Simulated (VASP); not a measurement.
Mg2C3, 5 atoms in the cell. The structure is monoclinic, space group C2/m (No. 12). Conventional cell: a = 5.040 Å, b = 4.939 Å, c = 4.547 Å, α = 90.00°, β = 106.66°, γ = 90.00°. Within 2.7 Å of Mg (site symmetry m) lie 7 C at 2.00 to 2.67 Å. C (site symmetry m) has 1 C at 1.24 Å within 1.7 Å. Within 1.7 Å of C (site symmetry 2/m) lie 2 C at 1.24 Å.  This cell differs from its parent crystal: ratio of the length along z to the lengths across it x 0.85, volume and fractional coordinates fixed.

| Item | Value |
| --- | --- |
| Program | VASP 6.6.1 |
| Task | single point |
| Functional | r2SCAN |
| Potentials or basis | VASP PAW PBE potentials, release 64 (Mg, C) |
| Cutoff | 520 eV |
| k mesh | 10 × 10 × 6 |
| Occupations | gaussian, width 0.05 eV |
| Spin | no spin polarisation |
| Dipole correction | no |
| Further INCAR settings | ALGO = Normal; EDIFF = 1e-06; NBANDS = 16 |

Potentials or basis: VASP PAW PBE potentials, release 64 (Mg, C).

Run with:

```console
$ cat potpaw_PBE.64/Mg/POTCAR potpaw_PBE.64/C/POTCAR > POTCAR
$ cp INCAR.step1 INCAR
$ mpirun -np 1 vasp_std > vasp.out
$ cp INCAR.step2 INCAR
$ mpirun -np 1 vasp_std > vasp.out
```

Hardware: 1 thread of Intel Xeon 6975P-C, with other jobs on the host.

Task: Estimate the wall time of this run.

Result: Run time: 4.3 min on 1 thread of Intel Xeon 6975P-C (shared host), peak memory 0.27 GiB. Counts: k points 172.
